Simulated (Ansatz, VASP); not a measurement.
# ZrOs in VASP and in Ansatz

```
CELL_PARAMETERS angstrom
3.19639 0.00000 0.00000
0.00000 3.19639 0.00000
0.00000 0.00000 3.19639
ATOMIC_POSITIONS crystal
Zr 0.50000 0.50000 0.50000
Os 0.00000 0.00000 0.00000
```

Change from the starting cell: volume scaled by 0.94, PAW files.

Alike in both runs: task electric field gradients; functional LDA; k mesh 13 × 13 × 13; occupations fermi-dirac, width 0.03 eV; no spin polarisation.

|  | VASP | Ansatz |
| --- | --- | --- |
| version | VASP 6.6.1 | Ansatz 0.2.0 |
| potentials or method | VASP PAW LDA potentials, release 64 (Zr_sv, Os) | PAW with Ansatz's default frozen-core files, scalar-relativistic |
| plane-wave cutoff (eV) | 520 | 420 |
| valence electrons in the cell | 20 | 28 |

```tsv
	VASP	Ansatz	Ansatz less VASP
pressure (GPa)	7.4	6.9	-0.55
```

LDA's correlation is that of Perdew and Zunger in VASP and of Perdew and Wang (1992) in Ansatz. VASP's potentials hold 20 valence electrons a cell and Ansatz's 28, so a difference there can come from the potentials and not from the codes.

Neither program's run includes spin-orbit coupling.
